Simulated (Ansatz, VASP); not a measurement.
ZrBr: VASP beside Ansatz

```
CELL_PARAMETERS angstrom
1.72788 0.99759 9.23054
-1.72788 0.99759 9.23054
0.00000 -1.99518 9.23054
ATOMIC_POSITIONS crystal
Zr 0.20920 0.20920 0.20920
Zr 0.79080 0.79080 0.79080
Br 0.39170 0.39170 0.39170
Br 0.60830 0.60830 0.60830
```

Change from the starting cell: volume scaled by 0.96, crystal datasets.

Alike in both runs: task electric field gradients; functional LDA; k mesh 10 × 10 × 10; occupations fermi-dirac, width 0.02 eV; no spin polarisation.

|  | VASP | Ansatz |
| --- | --- | --- |
| version | VASP 6.6.1 | Ansatz 0.2.0 |
| potentials or method | VASP PAW LDA potentials, release 64 (Zr_sv, Br), cutoff 520 eV | all-electron PAW with datasets made for the crystal, scalar-relativistic |

Ansatz gave:

```
pressure (GPa)                                                : 0.1
traceless stress, the component that is largest in VASP (GPa) : 0.31
rms of the force components (eV/Å)                            : 0.225
size of Vzz on the site where it differs most (V/Å²)          : 11.6
```

Problem. What did VASP give for the same quantities?

Solution. Pressure (GPa): 0.2; traceless stress, the component that is largest in VASP (GPa): 0.34; rms of the force components (eV/Å): 0.231; size of Vzz on the site where it differs most (V/Å²): 15.8.

LDA's correlation is that of Perdew and Zunger in VASP and of Perdew and Wang (1992) in Ansatz. Atom by atom the forces differ by 0.009 eV/Å (rms over components). Ansatz ran all-electron here, and VASP with PAW potentials.
